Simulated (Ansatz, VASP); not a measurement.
# Ge: VASP beside Ansatz

```
Ge
1.0
     0.00000    2.83601    2.83601
     2.83601    0.00000    2.83601
     2.83601    2.83601    0.00000
Ge
2
Cartesian
  2.8360 2.8360 2.8360
  4.2540 4.2540 4.2540
```

Alike in both runs: task single point; functional r2SCAN; k mesh 4 × 4 × 4; occupations fermi-dirac, width 0.05 eV; no spin polarisation.

|  | VASP | Ansatz |
| --- | --- | --- |
| version | VASP 6.6.1 | Ansatz 0.2.0 |
| potentials or method | VASP PAW PBE potentials, release 64 (Ge_d), cutoff 520 eV | plane waves (500 eV) with PAW, scalar-relativistic |
| valence electrons in the cell | 28 | 28 |

```csv
,VASP,Ansatz,Ansatz less VASP
pressure (GPa),0.2,0.2,-0.05
```

VASP's potentials were made for PBE, not for r2SCAN. The functional is the same, so the differences come from potentials, cutoffs and numerics.

The k mesh is coarse, so the values compare programs but aren't converged.
